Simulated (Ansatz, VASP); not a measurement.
Two plane-wave programs on BN

INCAR

```
SYSTEM = BN
PREC = Accurate ; ENCUT = 520
EDIFF = 1E-7 ; ISMEAR = 0
SIGMA = 0.05 ; LREAL = .False.
LASPH = .True. ; NELM = 80
ALGO = Normal ; ISIF = 2
LWAVE = .False. ; LCHARG = .True.
GGA = PE ; IVDW = 12
LELF = .True. ; LVHAR = .True.
NBANDS = 16
```

The input KPOINTS:

```
Automatic mesh
0
Gamma
  12 12 4
  0 0 0
```

POSCAR

```
BN
1.0
    2.5061233057      0.0000000000      0.0000000000
   -1.2530616528      2.1703664477      0.0000000000
    0.0000000000      0.0000000000      6.5973571420
B N
2 2
Direct
    0.0221160809      0.0442321619      0.4854487186
    0.3333333333      0.6666666667      0.0000000000
    0.0000000000      0.0000000000      0.0000000000
    0.6666666667      0.3333333333      0.5000000000
```

Input for Ansatz:

```yaml
crystal:
  lattice:
    - [2.5061233057, 0.0, 0.0]
    - [-1.2530616528, 2.1703664477, 0.0]
    - [0.0, 0.0, 6.597357142]
  atoms:
    - { symbol: B, position: [0.0221160809, 0.0442321619, 0.4854487186] }
    - { symbol: B, position: [0.3333333333, 0.6666666667, 0.0] }
    - { symbol: "N", position: [0.0, 0.0, 0.0] }
    - { symbol: "N", position: [0.6666666667, 0.3333333333, 0.5] }
basis:
  ecutwfc: 420
kpoints:
  mp_grid: { grid: [12, 12, 4] }
hamiltonian:
  xc: pbe
  dispersion: d3bj
scf:
  occupations: { method: gaussian, width: 0.05 }
output:
  forces: true
  stress: true
  eigenvalues: true
```

Alike in both runs: task single point; functional PBE; dispersion D3(BJ); k mesh 12 × 12 × 4; occupations gaussian, width 0.05 eV; no spin polarisation.

|  | VASP | Ansatz |
| --- | --- | --- |
| version | VASP 6.6.1 | Ansatz 0.2.0 |
| potentials or method | VASP PAW PBE potentials, release 64 (B, N), cutoff 520 eV | scalar-relativistic, plane waves, PAW |
| valence electrons in the cell | 16 | 16 |

|  | VASP | Ansatz | Ansatz less VASP |
| --- | --- | --- | --- |
| gap on the k mesh at the Fermi level (eV) | 4.22 | 4.23 | +0.007 |
| least direct gap on the mesh (eV) | 4.45 | 4.45 | +0.003 |
| pressure (GPa) | 1.3 | 1.2 | -0.05 |
| traceless stress, the component that is largest in VASP (GPa) | 5.62 | 5.52 | -0.106 |
| rms of the force components (eV/Å) | 1.436 | 1.439 | +0.0025 |

Atom by atom the forces differ by 0.004 eV/Å (rms over components).
